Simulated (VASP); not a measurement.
The system is HfC (rocksalt type).

```
CELL_PARAMETERS angstrom
0.00000 2.15860 2.15860
2.15860 0.00000 2.15860
2.15860 2.15860 0.00000
ATOMIC_POSITIONS crystal
Hf 0.00000 0.00000 0.00000
C 0.50000 0.50000 0.50000
```

- Program: VASP 6.6.1
- Task: relaxation of cell and atoms
- Functional: PBE
- Potentials or basis: VASP PAW PBE potentials, release 64 (Hf_pv, C)
- Cutoff: 600 eV
- k mesh: 15 × 15 × 15
- Occupations: fermi-dirac, width 0.08 eV
- Spin: no spin polarisation

At the start: pressure 82.1 GPa; volume 10.06 Å³/atom.

Q: Where does the relaxation end?

A: Over 5 steps the energy falls by 530.0 meV/atom and the volume is 12.54 Å³/atom (+24.7 %); space group Fm-3m (No. 225, to 0.05 Å).

The path:
```tsv
step	energy change (eV)	largest force (eV/Å)	pressure (GPa)	volume (Å³)
1	0.0000	0.0000	82.10	20.12
2	1.7023	0.0000	-43.12	39.16
3	-1.0425	0.0000	-6.97	25.88
4	-1.0592	0.0000	-1.67	25.27
5	-1.0601	0.0000	0.03	25.09
```

Final structure:
```xyz
2
Lattice="0.0000 2.3235 2.3235 2.3235 0.0000 2.3235 2.3235 2.3235 0.0000" Properties=species:S:1:pos:R:3 pbc="T T T"
Hf    0.0000    0.0000    0.0000
C     2.3235    2.3235    2.3235
```

Caveat: the volume moved by over 15 % at a fixed basis, so the end points are rough.
